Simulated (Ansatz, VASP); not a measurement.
CdSe in VASP and in Ansatz

INCAR

```
PREC     = Accurate       # precision mode
ENCUT    = 520            # plane-wave cutoff, eV
EDIFF    = 1E-6           # SCF threshold, eV
ISMEAR   = 0              # smearing method
SIGMA    = 0.02           # smearing width, eV
LREAL    = F              # projectors in reciprocal space
LASPH    = T              # aspherical terms in the spheres
NELM     = 80             # most SCF steps
ALGO     = Normal         # electronic algorithm
ISIF     = 2              # what is computed and relaxed
LWAVE    = F              # write WAVECAR
LCHARG   = F              # write CHGCAR
GGA      = PE             # functional
NBANDS   = 26             # bands
```

The input KPOINTS:

```
regular mesh
0
Gamma
  12 12 6
```

POSCAR

```
CdSe
1.0
    4.3833795273      0.0000000000      0.0000000000
   -2.1916897636      3.7961180251      0.0000000000
    0.0000000000      0.0000000000      7.1535456852
Cd Se
2 2
Direct
    0.3333333333      0.6666666667      0.0045810803
    0.6666666667      0.3333333333      0.5045810803
    0.3333333333      0.6666666667      0.3804189197
    0.6666666667      0.3333333333      0.8804189197
```

Input for Ansatz:

```yaml
crystal:
  lattice:
    - [4.3833795273, 0.0, 0.0]
    - [-2.1916897636, 3.7961180251, 0.0]
    - [0.0, 0.0, 7.1535456852]
  atoms:
    - { symbol: Cd, position: [0.3333333333, 0.6666666667, 0.0045810803] }
    - { symbol: Cd, position: [0.6666666667, 0.3333333333, 0.5045810803] }
    - { symbol: Se, position: [0.3333333333, 0.6666666667, 0.3804189197] }
    - { symbol: Se, position: [0.6666666667, 0.3333333333, 0.8804189197] }
basis:
  ecutwfc: 420
kpoints:
  mp_grid: { grid: [12, 12, 6] }
  band_path: { path: [VBM, CBM], npoints: 2 }
hamiltonian:
  xc: pbe
scf:
  occupations: { method: gaussian, width: 0.02 }
output:
  forces: false
  stress: false
  eigenvalues: true
checkpoint:
  read: start.run
  write: ck
  compress: false
  write_wavefunctions: false
  write_every: 100000
```

Alike in both runs: task single point; functional PBE; k mesh 12 × 12 × 6; occupations gaussian, width 0.02 eV; no spin polarisation.

|  | VASP | Ansatz |
| --- | --- | --- |
| version | VASP 6.6.1 | Ansatz 0.2.0 |
| potentials or method | VASP PAW PBE potentials, release 64 (Cd, Se), cutoff 520 eV | scalar-relativistic, plane waves, PAW |
| valence electrons in the cell | 36 | 72 |

|  | VASP | Ansatz | Ansatz less VASP |
| --- | --- | --- | --- |
| gap on the k mesh at the Fermi level (eV) | 0.54 | 0.54 | +0.002 |
| least direct gap on the mesh (eV) | 0.54 | 0.54 | +0.002 |

VASP's potentials hold 36 valence electrons a cell and Ansatz's 72, so a difference there can come from the potentials and not from the codes.
